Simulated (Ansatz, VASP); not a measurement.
**GaP in VASP and in Ansatz**

File INCAR:

```
PREC = Accurate ; ENCUT = 500
EDIFF = 1E-6 ; ISMEAR = 0
SIGMA = 0.05 ; LREAL = False
LASPH = True ; NELM = 120
ALGO = Normal ; ISIF = 2
LWAVE = False ; LCHARG = False
GGA = PS ; NBANDS = 16
GGA_COMPAT = False
```

File KPOINTS:

```
regular mesh
0
Gamma
  10 10 10
```

Contents of POSCAR:

```
GaP
1.0
    0.0000000000      2.7192385971      2.7192385971
    2.7192385971      0.0000000000      2.7192385971
    2.7192385971      2.7192385971      0.0000000000
Ga P
1 1
Direct
    0.0000000000      0.0000000000      0.0000000000
    0.7500000000      0.7500000000      0.7500000000
```

Input for Ansatz:

```yaml
crystal:
  lattice:
    - [0.0, 2.7192385971, 2.7192385971]
    - [2.7192385971, 0.0, 2.7192385971]
    - [2.7192385971, 2.7192385971, 0.0]
  atoms:
    - { symbol: Ga, position: [0.0, 0.0, 0.0] }
    - { symbol: P, position: [0.75, 0.75, 0.75] }
basis:
  ecutwfc: 420
  ecutrho_ratio: 4
kpoints:
  mp_grid: { grid: [10, 10, 10] }
hamiltonian:
  xc: pbesol
scf:
  occupations: { method: gaussian, width: 0.05 }
output:
  forces: true
  stress: true
  eigenvalues: true
```

Alike in both runs: task single point; functional PBEsol; k mesh 10 × 10 × 10; occupations gaussian, width 0.05 eV; no spin polarisation.

```csv
,VASP,Ansatz
version,VASP 6.6.1,Ansatz 0.2.0
potentials or method,"VASP PAW PBE potentials, release 64 (Ga_d, P), cutoff 500 eV","scalar-relativistic, plane waves, PAW"
valence electrons in the cell,18,18
```

Ansatz gave:

| Property | Result |
| --- | --- |
| gap on the k mesh at the Fermi level (eV) | 1.47 |
| least direct gap on the mesh (eV) | 1.80 |
| pressure (GPa) | 0.0 |

**Question.** Which values does VASP return?

**Answer.** gap on the k mesh at the Fermi level (eV): 1.47; least direct gap on the mesh (eV): 1.81; pressure (GPa): -0.1.

VASP's potentials were made for PBE, not for PBEsol. With one functional, cell and mesh, what is left measures potentials, basis and numerics.
